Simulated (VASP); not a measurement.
# InPd (Fm-3m) in VASP: a series of runs

InPd is run at these levels: r2SCAN, PBEsol-based screened hybrid with 25 % exact exchange, HSE06; tasks: single point.

Everything below comes from runs of VASP 6.6.1. Logs are shortened: lines on timing, memory, paths and dates and some standing lists are left out, and cuts for length are marked.

### Step 1. The cell of the first run

Symmetry: Fm-3m, No. 225, cubic system. Conventional cell: a = 5.398 Å, b = 5.398 Å, c = 5.398 Å, α = 90.00°, β = 90.00°, γ = 90.00°. In (site symmetry m-3m) has 6 Pd at 2.70 Å within 3.6 Å. Within 3.6 Å of Pd (site symmetry m-3m) lie 6 In at 2.70 Å.

### Step 2. Single point, r2SCAN

POSCAR

```
InPd
1.0
    0.0000000000      2.6989062452      2.6989062452
    2.6989062452      0.0000000000      2.6989062452
    2.6989062452      2.6989062452      0.0000000000
In Pd
1 1
Direct
    0.0000000000      0.0000000000      0.0000000000
    0.5000000000      0.5000000000      0.5000000000
```

INCAR.step1

```
PREC = Accurate
ENCUT = 690
ISMEAR = -1
SIGMA = 0.05
LREAL = F
LASPH = T
NELM = 120
NBANDS = 22
GGA = PE
ALGO = Normal
EDIFF = 1E-5
LWAVE = T
LCHARG = F
GGA_COMPAT = F
```

INCAR.step2

```
PREC = Accurate
ENCUT = 690
EDIFF = 1E-6
ISMEAR = -1
SIGMA = 0.05
LREAL = F
LASPH = T
NELM = 120
ALGO = Normal
ISIF = 2
LWAVE = F
LCHARG = T
METAGGA = R2SCAN
LMIXTAU = T
LELF = T
LVHAR = T
NBANDS = 22
ISTART = 1
GGA_COMPAT = F
```

KPOINTS

```
Automatic mesh
0
Gamma
  8 8 8
```

Potentials or basis: VASP PAW PBE potentials, release 64 (In_d, Pd_sv_GW).

The run is started by

```bash
$ cat potpaw_PBE.64/In_d/POTCAR potpaw_PBE.64/Pd_sv_GW/POTCAR > POTCAR
$ cp INCAR.step1 INCAR
$ mpirun -np 1 vasp_std > vasp.out
$ cp INCAR.step2 INCAR
$ mpirun -np 1 vasp_std > vasp.out
```

OUTCAR:

```text
PREC = Accurate
   ENCUT = 690
   EDIFF = 1E-6
   ISMEAR = -1
   LREAL = F
   LASPH = T
   NELM = 120
   ISIF = 2
   METAGGA = R2SCAN
   ISTART = 1

 ion  position               nearest neighbor table
   1  0.000  0.000  0.000-   2 2.70   2 2.70   2 2.70   2 2.70   2 2.70   2 2.70
   2  0.500  0.500  0.500-   1 2.70   1 2.70   1 2.70   1 2.70   1 2.70   1 2.70

  LATTYP: Found a face centered cubic cell.
 ALAT       =     5.3978124904

  Lattice vectors:

 A1 = (   0.0000000000,   2.6989062452,   2.6989062452)
 A2 = (   2.6989062452,   0.0000000000,   2.6989062452)
 A3 = (   2.6989062452,   2.6989062452,   0.0000000000)

Analysis of symmetry for initial positions (statically):
=====================================================================
 Subroutine PRICEL returns:
 Original cell was already a primitive cell.

 Routine SETGRP: Setting up the symmetry group for a
 face centered cubic supercell.

 Subroutine GETGRP returns: Found 48 space group operations
 (whereof 48 operations were pure point group operations)
 out of a pool of 48 trial point group operations.

The static configuration has the point symmetry O_h .

Analysis of symmetry for dynamics (positions and initial velocities):
=====================================================================
 Subroutine PRICEL returns:
 Original cell was already a primitive cell.

 Routine SETGRP: Setting up the symmetry group for a
 face centered cubic supercell.

 Subroutine GETGRP returns: Found 48 space group operations
 (whereof 48 operations were pure point group operations)
 out of a pool of 48 trial point group operations.

The dynamic configuration has the point symmetry O_h .

 Subroutine INISYM returns: Found 48 space group operations
 (whereof 48 operations are pure point group operations),
 and found     1 'primitive' translations

----------------------------------------------------------------------------------------

                                     Primitive cell

  volume of cell :      39.3182

  direct lattice vectors                    reciprocal lattice vectors
     0.000000000  2.698906245  2.698906245    -0.185260233  0.185260233  0.185260233
     2.698906245  0.000000000  2.698906245     0.185260233 -0.185260233  0.185260233
     2.698906245  2.698906245  0.000000000     0.185260233  0.185260233 -0.185260233

  length of vectors
     3.816829816  3.816829816  3.816829816     0.320880136  0.320880136  0.320880136

[... 76 lines left out ...]
   LSORBIT =      F    spin-orbit coupling
   LASPH  =      T    aspherical Exc in radial PAW
   ENCUT  =  690.0 eV  50.71 Ry    7.12 a.u.   8.17  8.17  8.17*2*pi/ulx,y,z
   NELM   =    120;   NELMIN=  2; NELMDL=  0     # of ELM steps
   EDIFF  = 0.1E-05   stopping-criterion for ELM
   LREAL  =      F    real-space projection
   EDIFFG = 0.1E-04   stopping-criterion for IOM
   NSW    =      0    number of steps for IOM
   IBRION =     -1    ionic relax: 0-MD 1-quasi-New 2-CG
   NFREE  =      0    steps in history (QN), initial steepest desc. (CG)
   ISIF   =      2    stress and relaxation
   ISYM   =      2    0-nonsym 1-usesym 2-fastsym
   POTIM  = 0.5000    time-step for ionic-motion
   TEBEG  =    0.0;   TEEND  =   0.0 temperature during run
   PSTRESS=    0.0 pullay stress
   NELECT =      31.0000    total number of electrons
   NUPDOWN=      -1.0000    fix difference up-down
   EMIN   =  10.00;   EMAX   =-10.00  energy-range for DOS
   EFERMI =   0.00;   METHOD = LEGACY
   ISMEAR =    -1;   SIGMA  =   0.05  broadening in eV -4-tet -1-fermi 0-gaus
   EFERMI_NEDOS =   21; number of points for ismear=-14 and -15
   IALGO  =     38    algorithm
   IMIX   =      4    mixing-type and parameters
     AMIX     =   0.40;   BMIX     =  1.00
     AMIX_MAG =   1.60;   BMIX_MAG =  1.00
  volume/ion in A,a.u.               =      19.66       132.67
  Fermi-wavevector in a.u.,A,eV,Ry     =   1.512392  2.858006 31.120993  2.287328
  Thomas-Fermi vector in A             =   2.622322
   LORBIT       =      0    0 simple, 1 ext, 2 COOP (PROOUT), +10 PAW based schemes
   METAGGA = R2SCAN    functional components
   LHFCALC =     F    Hartree Fock is set to
   AEXX    =    0.0000 exact exchange contribution
   IVDW    =     0    specifies the selected vdW correction
   LEPSILON=     F    determine dielectric tensor
   LRPA    =     F    only Hartree local field effects (RPA)
 non-spin polarized calculation
  energy-cutoff  :      690.00
  volume of cell :       39.32
 maximum number of plane-waves:      1639
 NGX is ok and might be reduce to    36
   NGX = 17   NGY = 17   NGZ = 17

 number of electron      30.9999999 magnetization

 Free energy of the ion-electron system (eV)
  ---------------------------------------------------
  ext. energy  EPLUGINS =         0.00000000
  ---------------------------------------------------
  free energy    TOTEN  =       -44.67923697 eV

  energy without entropy =      -44.67082456  energy(sigma->0) =      -44.67503077

 E-fermi :   8.3790     XC(G=0): -12.4197

 val. band max:        8.3656344999   @ k =   0.5000   0.5000   0.0000
 cond. band min:       8.3869651876   @ k =  -0.3750   0.5000   0.1250
 fundamental gap:      0.0213306877
 Fermi energy:         8.3789586396

 k-point     1 :       0.0000    0.0000    0.0000
  band No.  band energies     occupation
      1     -78.7162      2.00000
      2     -43.6540      2.00000
      3     -43.6540      2.00000
      4     -43.6540      2.00000
      5      -6.9855      2.00000
      6      -6.9855      2.00000
[... 589 lines left out ...]
     21      21.7572      0.00000
     22      22.6134      0.00000

 [... further k-points ...]

------------------------ aborting loop because EDIFF is reached ----------------------------------------

  FORCE on cell =-STRESS in cart. coord.  units (eV):
  Direction    XX          YY          ZZ          XY          YZ          ZX
  --------------------------------------------------------------------------------------
  -------------------------------------------------------------------------------------
  Total        0.5857376      0.5857376      0.5857376     -0.0000000      0.0000000     -0.0000000
  in kB       23.8682364     23.8682364     23.8682364     -0.0000000      0.0000000     -0.0000000
  external PRESSURE =      23.8682364 kB  Pullay stress =       0.0000000 kB

 VOLUME and BASIS-vectors are now :
 -----------------------------------------------------------------------------
  energy-cutoff  :      690.00
  volume of cell :       39.32
      direct lattice vectors                 reciprocal lattice vectors
     0.000000000  2.698906245  2.698906245    -0.185260233  0.185260233  0.185260233
     2.698906245  0.000000000  2.698906245     0.185260233 -0.185260233  0.185260233
     2.698906245  2.698906245  0.000000000     0.185260233  0.185260233 -0.185260233

 POSITION                                       TOTAL-FORCE (eV/Angst)
 -----------------------------------------------------------------------------------
      0.00000      0.00000      0.00000        -0.000000      0.000000      0.000000
      2.69891      2.69891      2.69891         0.000000     -0.000000     -0.000000
 -----------------------------------------------------------------------------------
    total drift:                                0.000000      0.000000      0.000000

  FREE ENERGIE OF THE ION-ELECTRON SYSTEM (eV)
  ---------------------------------------------------
  free  energy   TOTEN  =       -44.6792369702 eV

  energy  without entropy=      -44.6708245644  energy(sigma->0) =      -44.67503077
```

OUTCAR.step1:

```text
PREC = Accurate
   ENCUT = 690
   ISMEAR = -1
   LREAL = F
   LASPH = T
   NELM = 120
[... 819 lines left out ...]
 -----------------------------------------------------------------------------------
      0.00000      0.00000      0.00000         0.000000      0.000000      0.000000
      2.69891      2.69891      2.69891        -0.000000      0.000000     -0.000000
 -----------------------------------------------------------------------------------
    total drift:                                0.000000      0.000000      0.000000

  FREE ENERGIE OF THE ION-ELECTRON SYSTEM (eV)
  ---------------------------------------------------
  free  energy   TOTEN  =        -6.8065881362 eV

  energy  without entropy=       -6.7976383220  energy(sigma->0) =       -6.80211323
```

Run time: 3.6 min. Hardware: 1 thread of Intel Xeon Platinum 8259CL at 2.50GHz (Skylake/Cascade Lake), shared host; peak memory 0.25 GiB.

What came out:

```yaml
Free_energy: -44.6792 eV
Pressure: 2.4 GPa
Band_gap_on_the_k_mesh: zero (an odd number of electrons rules out a gap without spin polarisation)
```

Levels at points of the mesh, in eV from the Fermi level:
```
           k point  band 12  band 13  band 14  band 15  band 16  band 17  band 18  band 19
(0.00, 0.00, 0.00)    -3.30    -3.30    -2.96    -2.96     5.80     5.80     5.80     9.34
(0.50, 0.00, 0.00)    -4.10    -4.10    -2.88    -2.88    -1.63     7.89     7.89     7.98
(0.50, 0.50, 0.00)    -2.86    -2.73    -2.65    -2.65    -0.01     1.46     1.46     5.26
```

Caveat: the PAW data sets were made with another functional, which shifts forces and pressure a little; spin-orbit coupling is left out, which moves the levels of the heavy elements.

### Step 3. Single point, PBEsol-based screened hybrid with 25 % exact exchange

This run uses another cell than the first one, of 19.14 Å³/atom.

POSCAR

```
InPd
1.0
    0.0000000000      2.6748604270      2.6748604270
    2.6748604270      0.0000000000      2.6748604270
    2.6748604270      2.6748604270      0.0000000000
In Pd
1 1
Direct
    0.0000000000      0.0000000000      0.0000000000
    0.5000000000      0.5000000000      0.5000000000
```

INCAR.step1

```
PREC = Accurate ; ENCUT = 520
EDIFF = 1E-5 ; ISMEAR = -1
SIGMA = 0.05 ; LREAL = False
LASPH = True ; NELM = 80
ALGO = Normal ; ISIF = 2
LWAVE = True ; LCHARG = False
NBANDS = 18 ; GGA = PE
```

INCAR.step2

```
PREC = Accurate ; ENCUT = 520
EDIFF = 1E-7 ; ISMEAR = -1
SIGMA = 0.05 ; LREAL = False
LASPH = True ; NELM = 80
ALGO = Normal ; ISIF = 2
LWAVE = False ; LCHARG = False
GGA = PS ; LHFCALC = True
AEXX = 0.25 ; HFSCREEN = 0.207
PRECFOCK = Normal ; NBANDS = 18
ISTART = 1
```

KPOINTS

```
Automatic mesh
0
Gamma
  4 4 4
```

Potentials or basis: VASP PAW PBE potentials, release 64 (In_d, Pd).

The run is started by

```bash
$ cat potpaw_PBE.64/In_d/POTCAR potpaw_PBE.64/Pd/POTCAR > POTCAR
$ cp INCAR.step1 INCAR
$ mpirun -np 1 vasp_std > vasp.out
$ cp INCAR.step2 INCAR
$ mpirun -np 1 vasp_std > vasp.out
```

Wall time 40 min (1 thread of AMD EPYC, shared host); peak memory 0.26 GiB.

Results (log left out):

```
Free energy            : -10.5328 eV
Pressure               : 0.3 GPa
Band gap on the k mesh : zero (an odd number of electrons rules out a gap without spin polarisation)
```

Levels at points of the mesh, in eV from the Fermi level:
```
           k point  band 9  band 10  band 11  band 12  band 13  band 14
(0.00, 0.00, 0.00)   -3.73    -3.11    -3.11     6.90     6.90     6.90
(0.50, 0.00, 0.00)   -4.42    -3.22    -3.22    -1.51     8.84     9.12
(0.50, 0.50, 0.00)   -3.02    -2.82    -2.78     0.74     2.17     2.17
```

Caveat: the k points lie up to 0.51 Å⁻¹ apart, too coarse for converged energies and pressures of a metal; the PAW data sets were made with another functional, which shifts forces and pressure a little; spin-orbit coupling is left out, which moves the levels of the heavy elements.

### Step 4. Single point, HSE06

This run uses another cell than the first one, of 19.82 Å³/atom.

POSCAR

```
InPd
1.0
    0.0000000000      2.7063565404      2.7063565404
    2.7063565404      0.0000000000      2.7063565404
    2.7063565404      2.7063565404      0.0000000000
In Pd
1 1
Direct
    0.0000000000      0.0000000000      0.0000000000
    0.5000000000      0.5000000000      0.5000000000
```

INCAR.step1

```
SYSTEM = InPd
ALGO = Normal
EDIFF = 1E-5
ENCUT = 520
GGA = PE
ISIF = 2
ISMEAR = -1
LASPH = .True.
LREAL = .False.
LWAVE = .True.
NBANDS = 18
NELM = 60
PREC = Accurate
SIGMA = 0.05
```

INCAR.step2

```
SYSTEM = InPd
ALGO = Normal
EDIFF = 1E-6
ENCUT = 520
GGA = PE
HFSCREEN = 0.2079
ISIF = 2
ISMEAR = -1
ISTART = 1
LASPH = .True.
LCHARG = .True.
LELF = .True.
LHFCALC = .True.
LREAL = .False.
LVHAR = .True.
LWAVE = .False.
NBANDS = 18
NELM = 60
PREC = Accurate
PRECFOCK = Normal
SIGMA = 0.05
```

KPOINTS

```
k-points
0
Gamma
  4 4 4
  0 0 0
```

The run is started by

```bash
$ cat potpaw_PBE.64/In_d/POTCAR potpaw_PBE.64/Pd/POTCAR > POTCAR
$ cp INCAR.step1 INCAR
$ mpirun -np 1 vasp_std > vasp.out
$ cp INCAR.step2 INCAR
$ mpirun -np 1 vasp_std > vasp.out
```

It took 36 min on 1 thread of AMD EPYC, shared host; peak memory 0.26 GiB.

Results (log left out):

```
Free energy            : -9.6958 eV
Pressure               : 0.2 GPa
Band gap on the k mesh : zero (an odd number of electrons rules out a gap without spin polarisation)
```

Levels at points of the mesh, in eV from the Fermi level:
```csv
k point,band 9,band 10,band 11,band 12,band 13,band 14
"(0.00, 0.00, 0.00)",-3.69,-3.10,-3.10,6.72,6.72,6.72
"(0.50, 0.00, 0.00)",-4.31,-3.19,-3.19,-1.53,8.61,8.81
"(0.50, 0.50, 0.00)",-3.01,-2.82,-2.66,0.60,2.14,2.14
```

Caveat: the k points lie up to 0.50 Å⁻¹ apart, too coarse for converged energies and pressures of a metal; the PAW data sets were made with another functional, which shifts forces and pressure a little; spin-orbit coupling is left out, which moves the levels of the heavy elements.

### Step 5. The runs side by side

```csv
level,potentials or basis,cell,k mesh,cutoff (eV),grid for exact exchange (PRECFOCK),share of exact exchange,screening parameter,gap on the mesh (eV),pressure (GPa)
r2SCAN,"VASP PAW PBE potentials, release 64 (In_d, Pd_sv_GW)","a = 3.817 Å, angles 60.0°, 2 atoms",8 × 8 × 8,690,-,-,-,none,2.4
PBEsol-based screened hybrid with 25 % exact exchange,"VASP PAW PBE potentials, release 64 (In_d, Pd)","a = 3.783 Å, angles 60.0°, 2 atoms",4 × 4 × 4,520,Normal,0.25,0.207 1/Å,none,0.3
HSE06,"VASP PAW PBE potentials, release 64 (In_d, Pd)","a = 3.827 Å, angles 60.0°, 2 atoms",4 × 4 × 4,520,Normal,0.25,0.2079 1/Å,none,0.2
```

Alike in all rows: task single point; no spin polarisation; smearing fermi-dirac 0.05 eV.

Caveats: some runs use coarse meshes; the PAW data sets were made with another functional, which shifts forces and pressure a little; spin-orbit coupling is left out, which moves the levels of the heavy elements.

Absolute energies hang on the potentials; compare differences alone.

The gap in the log of VASP goes by the Fermi energy; the results here count the filled bands.